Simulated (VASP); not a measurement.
## HfN: single point with PBE

The system is HfN.

```
Hf N
1.0
     0.00000    2.28569    2.28569
     2.28569    0.00000    2.28569
     2.28569    2.28569    0.00000
Hf N
1 1
Direct
  0.00000 0.00000 0.00000
  0.50000 0.50000 0.50000
```

```
Program                : VASP 6.6.1
Task                   : single point
Functional             : PBE
Potentials or basis    : VASP PAW PBE potentials, release 64 (Hf_pv, N)
Cutoff                 : 520 eV
k mesh                 : 9 × 9 × 9
Occupations            : methfessel-paxton, width 0.1 eV
Spin                   : no spin polarisation
Dipole correction      : no
Further INCAR settings : ALGO = Normal; EDIFF = 1e-06; NBANDS = 14
```

- Pressure: -6.2 GPa

Levels at points of the mesh, in eV from the Fermi level:
```csv
k point,band 5,band 6,band 7,band 8,band 9,band 10,band 11,band 12
"(0.00, 0.00, 0.00)",-2.97,-2.97,-2.97,-0.31,-0.31,-0.31,1.48,1.90
```

It took 8.7 s on 1 thread of AMD EPYC 7R13 Processor (Zen 3), on a shared host, peak memory 0.11 GiB.

Caveat: spin-orbit coupling is left out, which moves the levels of the heavy elements.
